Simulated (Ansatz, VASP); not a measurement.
MgSi3N2 in VASP and in Ansatz

```xyz
6
Lattice="2.3285 1.3443 4.8030 -2.3285 1.3443 4.8030 0.0000 -2.6887 4.8030" Properties=species:S:1:pos:R:3 pbc="T T T"
Mg    0.0000    0.0000    0.0000
Si    0.0000    0.0000    7.2044
Si    0.0000    0.0000    4.7456
Si    0.0000    0.0000    9.6633
N     0.0000    0.0000   11.2063
N     0.0000    0.0000    3.2026
```

Alike in both runs: task single point; functional PBE; k mesh 6 × 6 × 6; occupations gaussian, width 0.1 eV; no spin polarisation.

|  | VASP | Ansatz |
| --- | --- | --- |
| version | VASP 6.6.1 | Ansatz 0.2.0 |
| potentials or method | VASP PAW PBE potentials, release 64 (Mg, Si, N), cutoff 520 eV | scalar-relativistic, plane waves, PAW |
| valence electrons in the cell | 24 | 32 |

```csv
,VASP,Ansatz,Ansatz less VASP
gap on the k mesh at the Fermi level (eV),none,none,-
pressure (GPa),10.9,10.9,+0.06
"traceless stress, the component that is largest in VASP (GPa)",17.78,17.53,-0.251
rms of the force components (eV/Å),2.689,2.660,-0.0284
```

Atom by atom the forces differ by 0.029 eV/Å (rms over components). A gap of «none» marks a metal or a gap that the smearing closes. With one functional, cell and mesh, what is left measures potentials, basis and numerics. VASP's potentials hold 24 valence electrons a cell and Ansatz's 32, so a difference there can come from the potentials and not from the codes.
